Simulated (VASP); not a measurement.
# GeAu2 (Fm-3m) in VASP: a series of runs

GeAu2 is run at these levels: PBE; tasks: single point, relaxation of cell and atoms.

Program: VASP 6.6.1. These are calculated values, not measurements. Logs are shortened: lines on timing, memory, paths and dates and some standing lists are left out, and cuts for length are marked.

### Step 1. The cell of the first run

The structure is cubic, space group Fm-3m (No. 225). Conventional cell: a = 6.216 Å, b = 6.216 Å, c = 6.216 Å, α = 90.00°, β = 90.00°, γ = 90.00°. Within 3.5 Å of Ge (site symmetry m-3m) lie 8 Au at 2.69 Å. Au (site symmetry -43m) has 4 Ge at 2.69 Å and 6 Au at 3.11 Å within 3.5 Å.

### Step 2. Single point, PBE

The input, INCAR:

```
SYSTEM = GeAu2
PREC     = Accurate       ! precision mode
ENCUT    = 520            ! plane-wave cutoff, eV
EDIFF    = 1E-6           ! SCF threshold, eV
ISMEAR   = 0              ! smearing method
SIGMA    = 0.1            ! smearing width, eV
LREAL    = .FALSE.        ! projectors in reciprocal space
LASPH    = .TRUE.         ! aspherical terms in the spheres
NELM     = 60             ! most SCF steps
ALGO     = Normal         ! electronic algorithm
ISIF     = 2              ! what is computed and relaxed
LWAVE    = .FALSE.        ! write WAVECAR
LCHARG   = .FALSE.        ! write CHGCAR
GGA      = PE             ! functional
NBANDS   = 25             ! bands
```

The input, KPOINTS:

```
regular mesh
0
G
  6 6 6
  0 0 0
```

The input, POSCAR:

```
GeAu2
1.0
    0.0000000000      3.1080484929      3.1080484929
    3.1080484929      0.0000000000      3.1080484929
    3.1080484929      3.1080484929      0.0000000000
Ge Au
1 2
Direct
    0.0000000000      0.0000000000      0.0000000000
    0.2500000000      0.2500000000      0.2500000000
    0.7500000000      0.7500000000      0.7500000000
```

Potentials or basis: VASP PAW PBE potentials, release 64 (Ge_d, Au).

On the command line:

```sh
$ cat potpaw_PBE.64/Ge_d/POTCAR potpaw_PBE.64/Au/POTCAR > POTCAR
$ mpirun -np 1 vasp_std > vasp.out
```

OUTCAR:

```text
SYSTEM = GeAu2
   PREC = Accurate
   ENCUT = 520
   EDIFF = 1E-6
   ISMEAR = 0
   LREAL = .FALSE.
   LASPH = .TRUE.
   NELM = 60
   ISIF = 2
   GGA = PE

 ion  position               nearest neighbor table
   1  0.000  0.000  0.000-   3 2.69   3 2.69   3 2.69   2 2.69   3 2.69   2 2.69   2 2.69   2 2.69

   2  0.250  0.250  0.250-   1 2.69   1 2.69   1 2.69   1 2.69   3 3.11   3 3.11   3 3.11   3 3.11
                             3 3.11   3 3.11
   3  0.750  0.750  0.750-   1 2.69   1 2.69   1 2.69   1 2.69   2 3.11   2 3.11   2 3.11   2 3.11
                             2 3.11   2 3.11

  LATTYP: Found a face centered cubic cell.
 ALAT       =     6.2160969858

  Lattice vectors:

 A1 = (   0.0000000000,   3.1080484929,   3.1080484929)
 A2 = (   3.1080484929,   0.0000000000,   3.1080484929)
 A3 = (   3.1080484929,   3.1080484929,   0.0000000000)

Analysis of symmetry for initial positions (statically):
=====================================================================
 Subroutine PRICEL returns:
 Original cell was already a primitive cell.

 Routine SETGRP: Setting up the symmetry group for a
 face centered cubic supercell.

 Subroutine GETGRP returns: Found 48 space group operations
 (whereof 48 operations were pure point group operations)
 out of a pool of 48 trial point group operations.

The static configuration has the point symmetry O_h .

Analysis of symmetry for dynamics (positions and initial velocities):
=====================================================================
 Subroutine PRICEL returns:
 Original cell was already a primitive cell.

 Routine SETGRP: Setting up the symmetry group for a
 face centered cubic supercell.

 Subroutine GETGRP returns: Found 48 space group operations
 (whereof 48 operations were pure point group operations)
 out of a pool of 48 trial point group operations.

The dynamic configuration has the point symmetry O_h .

 Subroutine INISYM returns: Found 48 space group operations
 (whereof 48 operations are pure point group operations),
 and found     1 'primitive' translations

----------------------------------------------------------------------------------------

                                     Primitive cell

  volume of cell :      60.0473

  direct lattice vectors                    reciprocal lattice vectors
[... 77 lines left out ...]
   LASPH  =      T    aspherical Exc in radial PAW
   ENCUT  =  520.0 eV  38.22 Ry    6.18 a.u.   8.17  8.17  8.17*2*pi/ulx,y,z
   NELM   =     60;   NELMIN=  2; NELMDL= -5     # of ELM steps
   EDIFF  = 0.1E-05   stopping-criterion for ELM
   LREAL  =      F    real-space projection
   EDIFFG = 0.1E-04   stopping-criterion for IOM
   NSW    =      0    number of steps for IOM
   IBRION =     -1    ionic relax: 0-MD 1-quasi-New 2-CG
   NFREE  =      0    steps in history (QN), initial steepest desc. (CG)
   ISIF   =      2    stress and relaxation
   ISYM   =      2    0-nonsym 1-usesym 2-fastsym
   POTIM  = 0.5000    time-step for ionic-motion
   TEBEG  =    0.0;   TEEND  =   0.0 temperature during run
   PSTRESS=    0.0 pullay stress
   NELECT =      36.0000    total number of electrons
   NUPDOWN=      -1.0000    fix difference up-down
   EMIN   =  10.00;   EMAX   =-10.00  energy-range for DOS
   EFERMI =   0.00;   METHOD = LEGACY
   ISMEAR =     0;   SIGMA  =   0.10  broadening in eV -4-tet -1-fermi 0-gaus
   EFERMI_NEDOS =   21; number of points for ismear=-14 and -15
   IALGO  =     38    algorithm
   IMIX   =      4    mixing-type and parameters
     AMIX     =   0.40;   BMIX     =  1.00
     AMIX_MAG =   1.60;   BMIX_MAG =  1.00
  volume/ion in A,a.u.               =      20.02       135.07
  Fermi-wavevector in a.u.,A,eV,Ry     =   1.380420  2.608615 25.926706  1.905559
  Thomas-Fermi vector in A             =   2.505299
   LORBIT       =      0    0 simple, 1 ext, 2 COOP (PROOUT), +10 PAW based schemes
   GGA     = PE    functional components
   LHFCALC =     F    Hartree Fock is set to
   AEXX    =    0.0000 exact exchange contribution
   IVDW    =     0    specifies the selected vdW correction
   LEPSILON=     F    determine dielectric tensor
   LRPA    =     F    only Hartree local field effects (RPA)
 non-spin polarized calculation
 Gauss-broadening in eV      SIGMA  =   0.10
  energy-cutoff  :      520.00
  volume of cell :       60.05
 maximum number of plane-waves:      1639
 NGX is ok and might be reduce to    36
   NGX = 17   NGY = 17   NGZ = 17

 number of electron      35.9999998 magnetization

 Free energy of the ion-electron system (eV)
  ---------------------------------------------------
  ext. energy  EPLUGINS =         0.00000000
  ---------------------------------------------------
  free energy    TOTEN  =       -10.70876018 eV

  energy without entropy =      -10.70308187  energy(sigma->0) =      -10.70592102

 E-fermi :   6.7985     XC(G=0): -11.3134

 val. band max:        6.7338137708   @ k =   0.5000   0.1667   0.0000
 cond. band min:       6.8701095902   @ k =   0.1667   0.0000   0.0000
 fundamental gap:      0.1362958193
 Fermi energy:         6.7985140282

 k-point     1 :       0.0000    0.0000    0.0000
  band No.  band energies     occupation
      1     -17.9480      2.00000
      2     -17.9480      2.00000
      3     -17.9480      2.00000
      4     -17.9295      2.00000
      5     -17.9295      2.00000
      6      -4.2016      2.00000
[... 437 lines left out ...]
     24      18.1465      0.00000
     25      18.4339      0.00000

------------------------ aborting loop because EDIFF is reached ----------------------------------------

  FORCE on cell =-STRESS in cart. coord.  units (eV):
  Direction    XX          YY          ZZ          XY          YZ          ZX
  --------------------------------------------------------------------------------------
  -------------------------------------------------------------------------------------
  Total       -0.0297873     -0.0297873     -0.0297873      0.0000000     -0.0000000      0.0000000
  in kB       -0.7947835     -0.7947835     -0.7947835      0.0000000     -0.0000000      0.0000000
  external PRESSURE =      -0.7947835 kB  Pullay stress =       0.0000000 kB

 VOLUME and BASIS-vectors are now :
 -----------------------------------------------------------------------------
  energy-cutoff  :      520.00
  volume of cell :       60.05
      direct lattice vectors                 reciprocal lattice vectors
     0.000000000  3.108048493  3.108048493    -0.160872651  0.160872651  0.160872651
     3.108048493  0.000000000  3.108048493     0.160872651 -0.160872651  0.160872651
     3.108048493  3.108048493  0.000000000     0.160872651  0.160872651 -0.160872651

 POSITION                                       TOTAL-FORCE (eV/Angst)
 -----------------------------------------------------------------------------------
      0.00000      0.00000      0.00000        -0.000000     -0.000000     -0.000000
      1.55402      1.55402      1.55402         0.000000     -0.000000      0.000000
      4.66207      4.66207      4.66207        -0.000000      0.000000     -0.000000
 -----------------------------------------------------------------------------------
    total drift:                                0.000000      0.000000      0.000000

  FREE ENERGIE OF THE ION-ELECTRON SYSTEM (eV)
  ---------------------------------------------------
  free  energy   TOTEN  =       -10.7087601752 eV

  energy  without entropy=      -10.7030818687  energy(sigma->0) =      -10.70592102
```

It took 12 s on 1 thread of Intel Xeon 6975P-C (Granite Rapids), shared host; peak memory 0.2 GiB.

What came out:

```
Free energy            : -10.7088 eV
Pressure               : -0.1 GPa
Band gap on the k mesh : zero (band 18 reaches 10.31 eV, above the bottom of band 19 at 5.34 eV)
```

Caveat: spin-orbit coupling is left out, which moves the levels of the heavy elements.

### Step 3. Relaxation of cell and atoms, PBE

This run uses another cell than the first one, of 17.81 Å³/atom, 0.890 times its volume.

The input, INCAR:

```
SYSTEM = GeAu2
PREC = Accurate
ENCUT = 600
EDIFF = 1E-6
ISMEAR = 0
SIGMA = 0.1
LREAL = .FALSE.
LASPH = .TRUE.
NELM = 100
ALGO = Normal
ISIF = 3
LWAVE = .FALSE.
LCHARG = .FALSE.
GGA = PE
IBRION = 2
NSW = 90
EDIFFG = -0.04
```

The input, KPOINTS:

```
Automatic mesh
0
G
  6 6 6
  0 0 0
```

The input, POSCAR:

```
GeAu2
1.0
    0.0000000000      2.9892719724      2.9892719724
    2.9892719724      0.0000000000      2.9892719724
    2.9892719724      2.9892719724      0.0000000000
Ge Au
1 2
Direct
    0.0000000000      0.0000000000      0.0000000000
    0.2500000000      0.2500000000      0.2500000000
    0.7500000000      0.7500000000      0.7500000000
```

Potentials or basis: VASP PAW PBE potentials, release 64 (Ge_d, Au).

On the command line:

```sh
$ cat potpaw_PBE.64/Ge_d/POTCAR potpaw_PBE.64/Au/POTCAR > POTCAR
$ mpirun -np 1 vasp_std > vasp.out
```

It took 30 s on 1 thread of Intel Xeon 6975P-C (Granite Rapids), shared host; peak memory 0.21 GiB.

Results (log left out):

- Free energy: -10.7070 eV
- Relaxed volume: 20.03 Å³/atom
- Relaxed cell: a = 4.397 Å, b = 4.397 Å, c = 4.397 Å, α = 60.00°, β = 60.00°, γ = 60.00°
- Space group after relaxing (to 0.05 Å): Fm-3m (No. 225)
- Energy gained by relaxing: 90.4 meV/atom
- Ionic steps: 3
- Pressure after relaxing: -0.1 GPa
- Band gap on the k mesh: zero (band 18 reaches 10.29 eV, above the bottom of band 19 at 5.32 eV)

The path:
```csv
step,energy change (eV),largest force (eV/Å),pressure (GPa),volume (Å³)
1,0.0000,0.0000,14.80,53.42
2,-0.0926,0.0000,-6.55,67.18
3,-0.2712,0.0000,-0.12,60.10
```

Final structure:
```
Ge Au
1.0
     0.00000    3.10904    3.10904
     3.10904    0.00000    3.10904
     3.10904    3.10904    0.00000
Ge Au
1 2
Direct
  0.00000 0.00000 0.00000
  0.25000 0.25000 0.25000
  0.75000 0.75000 0.75000
```

Levels at points of the mesh, in eV from the Fermi level:
| k point | band 15 | band 16 | band 17 | band 18 | band 19 | band 20 | band 21 | band 22 |
| --- | --- | --- | --- | --- | --- | --- | --- | --- |
| (0.00, 0.00, 0.00) | -2.35 | -2.35 | 0.71 | 3.51 | 3.51 | 3.51 | 4.03 | 4.03 |
| (0.50, 0.00, 0.00) | -3.99 | -3.99 | -3.51 | 1.09 | 2.27 | 2.27 | 5.89 | 5.89 |
| (0.50, 0.50, 0.00) | -3.11 | -2.40 | -1.64 | -1.21 | -1.21 | 1.31 | 3.79 | 8.89 |

Caveat: spin-orbit coupling is left out, which moves the levels of the heavy elements.
